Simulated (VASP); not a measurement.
Al2O3: single point with LDA

Crystal: Al2O3.

```
Al O
1.0
     2.97085    0.00000    0.00000
    -1.48543    2.57284    0.00000
     0.00000    0.00000    9.33675
Al O
2 3
Direct
  0.00000 0.00000 0.14999
  0.00000 0.00000 0.85001
  0.33333 0.66667 0.22232
  0.66667 0.33333 0.00000
  0.33333 0.66667 0.77768
```

This cell differs from its parent crystal: strain +0.030 along x and y, +0.000 along z.

| Quantity | Value |
| --- | --- |
| Program | VASP 6.6.1 |
| Task | single point |
| Functional | LDA |
| Potentials or basis | VASP PAW LDA potentials, release 64 (Al, O) |
| Cutoff | 520 eV |
| k mesh | 12 × 12 × 4 |
| Occupations | gaussian, width 0.05 eV |
| Spin | no spin polarisation |

The pressure is -14.4 GPa, the largest force is 1.030 eV/Å and the band gap on the k mesh is 3.98 eV, indirect (least direct gap 4.19 eV).

Forces on the atoms (eV/Å):
```
Al   0.000  0.000  0.538
Al   0.000  0.000 -0.538
O    0.000  0.000 -1.030
O    0.000  0.000  0.000
O    0.000  0.000  1.030
```

Stress tensor (GPa, compression positive):
```
-18.33   0.00   0.00
  0.00 -18.33   0.00
  0.00   0.00  -6.39
```

Levels at points of the mesh, in eV from the valence-band top:
```tsv
k point	band 8	band 9	band 10	band 11	band 12	band 13	band 14	band 15	band 16	band 17
(0.00, 0.00, 0.00)	-1.32	-1.32	-0.71	-0.71	-0.21	3.98	6.82	6.89	8.81	12.25
(0.50, 0.00, 0.00)	-2.11	-2.01	-1.05	-0.76	-0.54	6.91	8.03	8.39	10.41	11.39
(0.00, 0.00, 0.50)	-1.32	-1.32	-0.71	-0.71	-0.26	4.08	6.40	7.14	9.04	12.30
(0.50, 0.00, 0.50)	-2.12	-2.01	-1.05	-0.77	-0.53	6.92	7.99	8.45	10.17	11.79
```

Wall time 68 s on 1 thread of Intel(R) Xeon(R) 6975P-C (Granite Rapids), with other jobs on the host, peak memory 0.19 GiB.

Caveat: the cell differs from its parent crystal (strain +0.030 along x and y, +0.000 along z); forces of over 1 eV/Å act on the atoms, so gaps and moduli don't describe the material at rest. A k mesh can miss the band edges.
